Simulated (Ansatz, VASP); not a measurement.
# Two plane-wave programs on Rb2ZnO6

```
CELL_PARAMETERS angstrom
0.00000 4.22095 4.22095
4.22095 0.00000 4.22095
4.22095 4.22095 0.00000
ATOMIC_POSITIONS crystal
Rb 0.25000 0.25000 0.25000
Rb 0.75000 0.75000 0.75000
Zn 0.00000 0.00000 0.00000
O 0.75000 0.25000 0.25000
O 0.25000 0.75000 0.75000
O 0.25000 0.75000 0.25000
O 0.75000 0.25000 0.75000
O 0.25000 0.25000 0.75000
O 0.75000 0.75000 0.25000
```

Change from the starting cell: ordered vacancies on the cation sites of perovskite (Fm-3m, No. 225).

Alike in both runs: task single point; functional PBE; k mesh 4 × 4 × 4; occupations gaussian, width 0.1 eV; collinear spin.

|  | VASP | Ansatz |
| --- | --- | --- |
| version | VASP 6.6.1 | Ansatz 0.2.0 |
| potentials or method | VASP PAW PBE potentials, release 64 (Rb_sv, Zn, O), cutoff 520 eV | scalar-relativistic, plane waves, PAW |
| valence electrons in the cell | 66 | 66 |

Ansatz gave:

* gap on the k mesh at the Fermi level (eV): none
* pressure (GPa): -2.3
* net moment per atom (μB): 0.89
* size of the moment on the site where the two differ most (μB): 1.20

Q: Estimate VASP's values.

A: gap on the k mesh at the Fermi level (eV): none; pressure (GPa): -2.1; net moment per atom (μB): 0.89; size of the moment on the site where the two differ most (μB): 1.09.

Site moments also hang on the region over which each program counts them. A gap of «none» marks a metal or a gap that the smearing closes. The functional is the same, so the differences come from potentials, cutoffs and numerics.
